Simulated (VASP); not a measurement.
Runs of VASP 6.6.1 on Na. The structure is that of space group Fd-3m (No. 227), or close to it. The cells are those of the table. This isn't the form of Na at room conditions, which is bcc.

```tsv
cell	k mesh	gap on the mesh (eV)	pressure (GPa)
a = 5.263 Å, angles 60.0°, 2 atoms	8 × 8 × 8	none	0.4
a = 5.635 Å, angles 60.0°, 2 atoms	8 × 8 × 8	none	-0.2
a = 5.493 Å, angles 60.0°, 2 atoms	12 × 12 × 12	none	0.0
a = 5.493 Å, angles 60.0°, 2 atoms	8 × 8 × 8	none	0.0
a = 5.418 Å, angles 60.0°, 2 atoms	8 × 8 × 8	none	0.1
a = 5.704 Å, angles 60.0°, 2 atoms	8 × 8 × 8	none	-0.2
a = 5.342 Å, angles 60.0°, 2 atoms	8 × 8 × 8	none	0.2
a = 5.565 Å, angles 60.0°, 2 atoms	8 × 8 × 8	none	(a)
```

Alike in all rows: task single point; level RPBE; potentials or basis VASP PAW PBE potentials, release 64 (Na_pv); no spin polarisation; cutoff (eV) 500; smearing fermi-dirac 0.1 eV.

Estimate the missing entries.

(a) -0.1.

Caveats: the PAW data sets were made with another functional, which shifts forces and pressure a little.

A gap of «none» marks levels without a gap at the run's occupations.
